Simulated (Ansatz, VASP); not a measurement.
## LiH: VASP beside Ansatz

```xyz
2
Lattice="0.0000 2.0711 2.0711 2.0711 0.0000 2.0711 2.0711 2.0711 0.0000" Properties=species:S:1:pos:R:3 pbc="T T T"
Li    0.0000    0.0000    0.0000
H     1.0356    1.0356    1.0356
```

Change from the starting cell: hydrostatic strain -3.5%.

Alike in both runs: task single point; functional PBE; k mesh 10 × 10 × 10; occupations fermi-dirac, width 0.02 eV; no spin polarisation.

```csv
,VASP,Ansatz
version,VASP 6.6.1,Ansatz 0.2.0
potentials or method,"VASP PAW PBE potentials, release 64 (Li_sv, H)","plane waves, PAW"
plane-wave cutoff (eV),520,420
valence electrons in the cell,4,4
```

```tsv
	VASP	Ansatz	Ansatz less VASP
gap on the k mesh at the Fermi level (eV)	4.41	4.40	-0.006
```

Noted on VASP's run: the cutoff is short for stress, so the pressure is rough.
